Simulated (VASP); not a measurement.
NaF (Villiaumite):

```
CELL_PARAMETERS angstrom
0.00000 2.27264 2.27264
2.27264 0.00000 2.27264
2.27264 2.27264 0.00000
ATOMIC_POSITIONS crystal
Na 0.00000 0.00000 0.00000
F 0.50000 0.50000 0.50000
```

This cell differs from its parent crystal: volume scaled by 0.94.

Base run:

```yaml
Program: VASP 6.6.1
Functional: PBEsol
Potentials_or_basis: VASP PAW PBE potentials, release 64 (Na_pv, F)
Cutoff: 520 eV
k_mesh: 10 × 10 × 10
Occupations: fermi-dirac, width 0.05 eV
Spin: no spin polarisation
```

Its results: band gap on the k mesh 6.47 eV, direct; pressure 3.0 GPa.

The run is repeated on the same cell with these changes: functional from PBEsol to r2SCAN. What comes out?

Band gap on the k mesh 7.51 eV, direct; pressure 1.2 GPa.

r2SCAN gives the wider gap, since meta-GGAs in the generalised Kohn-Sham scheme recover part of the derivative discontinuity.

Caveats: the PAW data sets were made with another functional, which shifts forces and pressure a little.

A k mesh can miss the band edges.
